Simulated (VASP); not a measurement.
Runs of VASP 6.6.1 on NaHf. The structure is that of space group Fm-3m (No. 225), or close to it. The cells are those of the table. 

```tsv
task	cell	k mesh	cutoff (eV)	gap on the mesh (eV)	pressure (GPa)	relaxed volume (Å³/atom)
relaxation of cell and atoms	relaxed from a = 3.867 Å, angles 60.0°, 2 atoms	6 × 6 × 6	600	none	-0.1	(a)
relaxation of cell and atoms	relaxed from a = 4.140 Å, angles 60.0°, 2 atoms	16 × 16 × 16	600	none	0.0	25.04
single point	a = 4.140 Å, angles 60.0°, 2 atoms	6 × 6 × 6	520	none	-0.1	-
single point	a = 4.140 Å, angles 60.0°, 2 atoms	16 × 16 × 16	520	none	-0.1	-
```

Alike in all rows: level PBE; potentials or basis VASP PAW PBE potentials, release 64 (Na_pv, Hf_pv); no spin polarisation; smearing gaussian 0.1 eV.

Question: Fill in the values left out.

Answer: (a) 25.10.

Caveats: spin-orbit coupling is left out, which moves the levels of the heavy elements; the volume moved by over 15 % at a fixed basis, so the end points are rough (at least some runs).

A k mesh can miss the band edges, and the runs leave out spin-orbit coupling on Hf.

A gap of «none» marks levels without a gap at the run's occupations.
